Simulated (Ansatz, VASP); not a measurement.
**GaSb: VASP beside Ansatz**

File POSCAR:

```
GaSb
1.0
   -2.8074366121      2.8074366121      1.6219052539
    2.8074366121     -2.8074366121      1.6219052539
    2.8074366121      2.8074366121     -1.6219052539
Sb Ga
1 1
Direct
    0.0000000000      0.0000000000      0.0000000000
    0.7500000000      0.2500000000      0.5000000000
```

File INCAR.step1:

```
ALGO = Normal
EDIFF = 1E-4
ENCUT = 520
GGA = PE
ISMEAR = -1
LASPH = True
LCHARG = False
LREAL = False
LWAVE = True
NBANDS = 16
NELM = 100
PREC = Accurate
SIGMA = 0.05
```

Contents of INCAR.step2:

```
ALGO = Normal
EDIFF = 1E-7
ENCUT = 520
ISIF = 2
ISMEAR = -1
ISTART = 1
LASPH = True
LCHARG = False
LMIXTAU = True
LREAL = False
LWAVE = False
METAGGA = R2SCAN
NBANDS = 16
NELM = 100
PREC = Accurate
SIGMA = 0.05
```

KPOINTS

```
k-points
0
Gamma
  10 10 10
```

File input.yaml:

```yaml
crystal:
  lattice:
    - [-2.8074366121, 2.8074366121, 1.6219052539]
    - [2.8074366121, -2.8074366121, 1.6219052539]
    - [2.8074366121, 2.8074366121, -1.6219052539]
  atoms:
    - { symbol: Sb, position: [0.0, 0.0, 0.0] }
    - { symbol: Ga, position: [0.75, 0.25, 0.5] }
hamiltonian:
  xc: r2scan
  pseudopotentials: { kind: paw }
kpoints:
  mp_grid: { grid: [10, 10, 10] }
scf:
  occupations: { method: fermi_dirac, width: 0.05 }
output:
  forces: true
  stress: true
  eigenvalues: true
  write_density: true
  write_potential: true
  elf: true
  volumetric_format: npy
```

Alike in both runs: task single point; functional r2SCAN; k mesh 10 × 10 × 10; occupations fermi-dirac, width 0.05 eV; no spin polarisation.

```csv
,VASP,Ansatz
version,VASP 6.6.1,Ansatz 0.2.0
potentials or method,"VASP PAW PBE potentials, release 64 (Sb, Ga_d)",Ansatz PAW
plane-wave cutoff (eV),520,500
valence electrons in the cell,18,28
```

VASP gave:

| Quantity | Value |
| --- | --- |
| gap on the k mesh at the Fermi level (eV) | none |
| pressure (GPa) | -4.0 |
| traceless stress, the component that is largest in VASP (GPa) | 0.19 |

Question: What did Ansatz give for the same quantities?

Answer: gap on the k mesh at the Fermi level (eV): none; pressure (GPa): -4.1; traceless stress, the component that is largest in VASP (GPa): 0.21.

VASP's potentials were made for PBE, not for r2SCAN. A gap of «none» marks a metal or a gap that the smearing closes. With one functional, cell and mesh, what is left measures potentials, basis and numerics. VASP's potentials hold 18 valence electrons a cell and Ansatz's 28, so a difference there can come from the potentials and not from the codes.

Neither program's run includes spin-orbit coupling.
